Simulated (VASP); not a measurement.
Input of a VASP 6.6.1 run:

INCAR

```
PREC     = Accurate       # precision mode
ENCUT    = 520            # plane-wave cutoff, eV
EDIFF    = 1E-6           # SCF threshold, eV
ISMEAR   = -1             # smearing method
SIGMA    = 0.05           # smearing width, eV
LREAL    = False          # projectors in reciprocal space
LASPH    = True           # aspherical terms in the spheres
NELM     = 80             # most SCF steps
ALGO     = Normal         # electronic algorithm
ISIF     = 2              # what is computed and relaxed
LWAVE    = False          # write WAVECAR
LCHARG   = False          # write CHGCAR
GGA      = PE             # functional
NBANDS   = 19             # bands
```

Contents of KPOINTS:

```
Automatic mesh
0
Gamma
  13 13 7
```

POSCAR

```
Cr
1.0
    1.1470505050     -2.4670251200      0.0000000000
    1.1470505050      2.4670251200      0.0000000000
    0.0000000000      0.0000000000      4.0643107400
Cr
2
Direct
    0.8705325800      0.1294674200      0.7500000000
    0.1294674200      0.8705325800      0.2500000000
```

Potentials or basis: VASP PAW PBE potentials, release 64 (Cr_pv).

The run is started by

```console
$ cat potpaw_PBE.64/Cr_pv/POTCAR > POTCAR
$ mpirun -np 1 vasp_std > vasp.out
```

Task: Predict the pressure.

Result: 7.2 GPa.

Task: Estimate the largest force.

Result: 0.178 eV/Å.

Task: Predict the band gap on the k mesh.

Result: Zero (band 12 reaches 11.31 eV, above the bottom of band 13 at 10.69 eV).

Stress tensor (GPa, compression positive):
```
 7.28  0.00  0.00
 0.00  3.99  0.00
 0.00  0.00 10.33
```

Caveat: the run has no spin polarisation, though such a crystal can be magnetic. Spin polarisation is off, so any magnetic state and its effect on volume and gap are missing.
